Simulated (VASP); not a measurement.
Input of a VASP 6.6.1 run:

The input INCAR:

```
SYSTEM = Mn
  PREC = Accurate
  ENCUT = 520
  EDIFF = 1E-6
  ISMEAR = 0
  SIGMA = 0.05
  LREAL = .FALSE.
  LASPH = .TRUE.
  NELM = 150
  ALGO = Normal
  ISIF = 2
  LWAVE = .FALSE.
  LCHARG = .TRUE.
  ISPIN = 2
  MAGMOM = 0.05 0.05
  LORBIT = 11
  LMAXMIX = 4
  GGA = PE
  LELF = .TRUE.
  LVHAR = .TRUE.
  NBANDS = 24
```

KPOINTS

```
regular mesh
0
G
  20 20 10
  0 0 0
```

POSCAR

```
Mn
1.0
    2.4814288107      0.0000000000      0.0000000000
   -1.2407144054      2.1489803878      0.0000000000
    0.0000000000      0.0000000000      4.0135258042
Mn
2
Direct
    0.3333333333      0.6666666667      0.7500000000
    0.6666666667      0.3333333333      0.2500000000
```

Potentials or basis: VASP PAW PBE potentials, release 64 (Mn_pv).

The run is started by

```console
$ cat potpaw_PBE.64/Mn_pv/POTCAR > POTCAR
$ mpirun -np 1 vasp_std > vasp.out
```

Task: Estimate the net moment.

Result: 0.00 μB per cell.

Task: What does it give for the band gap on the k mesh?

Result: Zero (filled and empty bands overlap).

Stress tensor (GPa, compression positive):
```
-0.06  0.00  0.00
 0.00 -0.06  0.00
 0.00  0.00 -0.23
```
